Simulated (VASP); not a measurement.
Here is a VASP 6.6.1 calculation.

The input INCAR:

```
SYSTEM = PbO2
PREC = Accurate
ENCUT = 600
EDIFF = 1E-7
ISMEAR = -1
SIGMA = 0.02
LREAL = .False.
LASPH = .True.
NELM = 80
ALGO = Normal
ISIF = 3
LWAVE = .False.
LCHARG = .False.
GGA = PS
IBRION = 2
NSW = 80
EDIFFG = -0.005
```

Contents of KPOINTS:

```
regular mesh
0
Gamma
  8 8 8
  0 0 0
```

POSCAR

```
PbO2
1.0
   -2.1499939760      2.1499939760      5.4527703860
    2.1499939760     -2.1499939760      5.4527703860
    2.1499939760      2.1499939760     -5.4527703860
Pb O
2 4
Direct
    0.7500000000      0.2500000000      0.5000000000
    0.0000000000      0.0000000000      0.0000000000
    0.5489436310      0.0489436310      0.5000000000
    0.7989436310      0.7989436310      0.0000000000
    0.2010563690      0.2010563690      0.0000000000
    0.9510563690      0.4510563690      0.5000000000
```

Potentials or basis: VASP PAW PBE potentials, release 64 (Pb_d, O).

Run with:

```sh
$ cat potpaw_PBE.64/Pb_d/POTCAR potpaw_PBE.64/O/POTCAR > POTCAR
$ mpirun -np 1 vasp_std > vasp.out
```

(1) Estimate the relaxed cell.

(2) What does it give for the band gap on the k mesh?

(3) Estimate the space group after relaxing (to 0.1 Å).

(4) What does it give for the relaxed volume?

Answers

(1) a = 6.175 Å, b = 6.175 Å, c = 6.175 Å, α = 139.87°, β = 139.87°, γ = 58.05°.

(2) zero (bands 26 and 27 overlap by 0.12 eV).

(3) I4_1/amd (No. 141).

(4) 16.15 Å³/atom.

Caveat: semilocal functionals underestimate gaps, and a narrow one can read as zero; the PAW data sets were made with another functional, which shifts forces and pressure a little; spin-orbit coupling is left out, which moves the levels of the heavy elements.
